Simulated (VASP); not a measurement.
C:

```xyz
2
Lattice="0.0000 1.7834 1.7834 1.7834 0.0000 1.7834 1.7834 1.7834 0.0000" Properties=species:S:1:pos:R:3 pbc="T T T"
C     2.6751    2.6751    2.6751
C     1.7834    1.7834    1.7834
```

Base run:

```yaml
Program: VASP 6.6.1
Functional: SVWN5
Potentials_or_basis: VASP PAW PBE potentials, release 64 (C_h)
Cutoff: 1300 eV
k_mesh: 13 × 13 × 13
Occupations: fermi-dirac, width 0.05 eV
Spin: no spin polarisation
```

Its results: band gap on the k mesh 4.12 eV (least direct gap 5.55 eV); pressure -12.6 GPa.

Task: The run is repeated on the same cell with these changes: functional from SVWN5 to r2SCAN; cutoff from 1300 eV to 1430 eV; dispersion from none to rVV10. What comes out?

Result: Band gap on the k mesh 4.33 eV (least direct gap 5.87 eV); pressure -4.1 GPa.

Several settings changed at once.

Caveats: the cell stands under tension; the PAW data sets were made with another functional, which shifts forces and pressure a little; an odd mesh through Γ misses points on the zone boundary, where band edges can lie.
